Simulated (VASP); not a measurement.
Write the native input for VASP 6.6.1 that does the following.

* Task: single point
* Functional: PBE
* Potentials or basis: VASP PAW PBE potentials, release 64 (Si, Ge_d)
* Cutoff: 520 eV
* k mesh: 6 × 4 × 2
* Occupations: gaussian, width 0.1 eV
* Spin: no spin polarisation
* Dipole correction: no
* Further INCAR settings: ALGO = Normal; EDIFF = 1e-07; NBANDS = 26

The structure of Si5Ge lies in POSCAR:

```
Si5Ge
1.0
    2.8211855700      0.0000000000      0.0000000000
    0.0000000000      3.9897589000      0.0000000000
    0.0000000000      0.0000000000      8.4635567200
Si Ge
5 1
Direct
    0.0000000000      0.0000000000      0.8333333300
    0.5000000000      0.5000000000      0.0000000000
    0.0000000000      0.0000000000      0.1666666700
    0.5000000000      0.5000000000      0.3333333300
    0.5000000000      0.5000000000      0.6666666700
    0.0000000000      0.0000000000      0.5000000000
```

The input as run:

INCAR

```
PREC     = Accurate       # precision mode
ENCUT    = 520            # plane-wave cutoff, eV
EDIFF    = 1E-7           # SCF threshold, eV
ISMEAR   = 0              # smearing method
SIGMA    = 0.1            # smearing width, eV
LREAL    = F              # projectors in reciprocal space
LASPH    = T              # aspherical terms in the spheres
NELM     = 80             # most SCF steps
ALGO     = Normal         # electronic algorithm
ISIF     = 2              # what is computed and relaxed
LWAVE    = F              # write WAVECAR
LCHARG   = T              # write CHGCAR
GGA      = PE             # functional
LELF     = T              # ELF
LVHAR    = T            
NBANDS   = 26             # bands
```

KPOINTS

```
Automatic mesh
0
Gamma
  6 4 2
```

Potentials or basis: VASP PAW PBE potentials, release 64 (Si, Ge_d).

Launch:

```bash
$ cat potpaw_PBE.64/Si/POTCAR potpaw_PBE.64/Ge_d/POTCAR > POTCAR
$ mpirun -np 1 vasp_std > vasp.out
```

Results of the run:

```json
{
 "Pressure": "-2.3 GPa",
 "Largest force": "0.531 eV/Å",
 "Band gap on the k mesh": "zero (band 17 reaches 13.95 eV, above the bottom of band 18 at 6.25 eV)"
}
```

Caveat: the k points lie up to 0.39 Å⁻¹ apart.

Run time: 48 s on 1 thread of Intel Xeon 6975P-C, with other jobs on the host, peak memory 0.22 GiB.
